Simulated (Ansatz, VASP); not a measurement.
## One calculation of VSi2, two programs

Contents of INCAR:

```
PREC = Accurate ; ENCUT = 600
EDIFF = 1E-6 ; ISMEAR = 0
SIGMA = 0.1 ; LREAL = False
LASPH = True ; NELM = 100
ALGO = Normal ; ISIF = 3
LWAVE = False ; LCHARG = False
GGA = CA ; IBRION = 2
NSW = 100 ; EDIFFG = -0.002
```

The input KPOINTS:

```
regular mesh
0
Gamma
  9 9 6
```

POSCAR

```
VSi2
1.0
    4.5347995800      0.0000000000      0.0000000000
   -2.2673997900      3.9272516400      0.0000000000
    0.0000000000      0.0000000000      6.3189006300
V Si
3 6
Direct
    0.0000000000      0.5000000000      0.1666666700
    0.5000000000      0.5000000000      0.8333333300
    0.5000000000      0.0000000000      0.5000000000
    0.8375067800      0.6750135500      0.5000000000
    0.1624932300      0.8375067800      0.8333333300
    0.6750135500      0.8375067800      0.1666666700
    0.1624932200      0.3249864500      0.5000000000
    0.8375067800      0.1624932200      0.8333333300
    0.3249864500      0.1624932300      0.1666666700
```

Input for Ansatz:

```yaml
crystal:
  lattice:
    - [4.53479958, 0.0, 0.0]
    - [-2.26739979, 3.92725164, 0.0]
    - [0.0, 0.0, 6.31890063]
  atoms:
    - { symbol: V, position: [0.0, 0.5, 0.16666667] }
    - { symbol: V, position: [0.5, 0.5, 0.83333333] }
    - { symbol: V, position: [0.5, 0.0, 0.5] }
    - { symbol: Si, position: [0.83750678, 0.67501355, 0.5] }
    - { symbol: Si, position: [0.16249323, 0.83750678, 0.83333333] }
    - { symbol: Si, position: [0.67501355, 0.83750678, 0.16666667] }
    - { symbol: Si, position: [0.16249322, 0.32498645, 0.5] }
    - { symbol: Si, position: [0.83750678, 0.16249322, 0.83333333] }
    - { symbol: Si, position: [0.32498645, 0.16249323, 0.16666667] }
basis:
  ecutwfc: 420
kpoints:
  mp_grid: { grid: [9, 9, 6] }
hamiltonian:
  xc: lda
  pseudopotentials: { kind: paw, azcp: { folder: soft_1 } }
scf:
  occupations: { method: gaussian, width: 0.1 }
output:
  forces: true
  stress: true
  eigenvalues: true
relax:
  adjacent_minimum: "off"
  f_tol: 0.002
  max_steps: 80
  cell: { stress_tol: 0.02 }
```

Alike in both runs: task relaxation of cell and atoms; functional LDA; k mesh 9 × 9 × 6; occupations gaussian, width 0.1 eV; no spin polarisation.

```csv
,VASP,Ansatz
version,VASP 6.6.1,Ansatz 0.2.0
potentials or method,"VASP PAW LDA potentials, release 64 (V_sv, Si), cutoff 600 eV","scalar-relativistic, plane waves, PAW"
valence electrons in the cell,63,63
```

VASP gave:

```
gap on the k mesh at the Fermi level, each at its own relaxed structure (eV) : none
relaxed volume (Å³/atom)                                                     : 12.20
relaxed cell length with the largest relative difference (Å)                 : 4.493
```

What did Ansatz give for the same quantities?

gap on the k mesh at the Fermi level, each at its own relaxed structure (eV): none; relaxed volume (Å³/atom): 12.19; relaxed cell length with the largest relative difference (Å): 4.491.

Ansatz warns that its potentials were made for another functional, while VASP's fit it. LDA's correlation is that of Perdew and Zunger in VASP and of Perdew and Wang (1992) in Ansatz. A gap of «none» marks a metal or a gap that the smearing closes.
